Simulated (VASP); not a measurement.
A run of VASP 6.6.1 is set up as follows.

Contents of INCAR:

```
  PREC = Accurate
  ENCUT = 520
  EDIFF = 1E-6
  ISMEAR = 0
  SIGMA = 0.1
  LREAL = False
  LASPH = True
  NELM = 80
  ALGO = Normal
  ISIF = 2
  LWAVE = False
  LCHARG = True
  GGA = PE
  LELF = True
  LVHAR = True
  NBANDS = 31
```

The input KPOINTS:

```
Automatic mesh
0
Gamma
  4 4 4
```

POSCAR

```
In2BAs3
1.0
   -2.7242265995      2.7242265995      4.7798114738
    2.7242265995     -2.7242265995      4.7798114738
    2.7242265995      2.7242265995     -4.7798114738
In B As
2 1 3
Direct
    0.5000000000      0.0000000000      0.5000000000
    0.0000000000      0.5000000000      0.5000000000
    0.5000000000      0.5000000000      0.0000000000
    0.7029285982      0.7029285982      0.0000000000
    0.2970714018      0.2970714018      0.0000000000
    0.0000000000      0.0000000000      0.0000000000
```

Potentials or basis: VASP PAW PBE potentials, release 64 (In_d, B, As).

Launch:

```console
$ cat potpaw_PBE.64/In_d/POTCAR potpaw_PBE.64/B/POTCAR potpaw_PBE.64/As/POTCAR > POTCAR
$ mpirun -np 1 vasp_std > vasp.out
```

Q: Estimate the largest force.

A: 0.073 eV/Å.

Q: What does it give for the band gap on the k mesh?

A: Zero (band 22 reaches 5.81 eV, above the bottom of band 23 at 2.98 eV).

Stress tensor (GPa, compression positive):
```
0.00 0.00 0.00
0.00 0.00 0.00
0.00 0.00 0.61
```

Caveat: the k points lie up to 0.41 Å⁻¹ apart; spin-orbit coupling is left out, which moves the levels of the heavy elements.
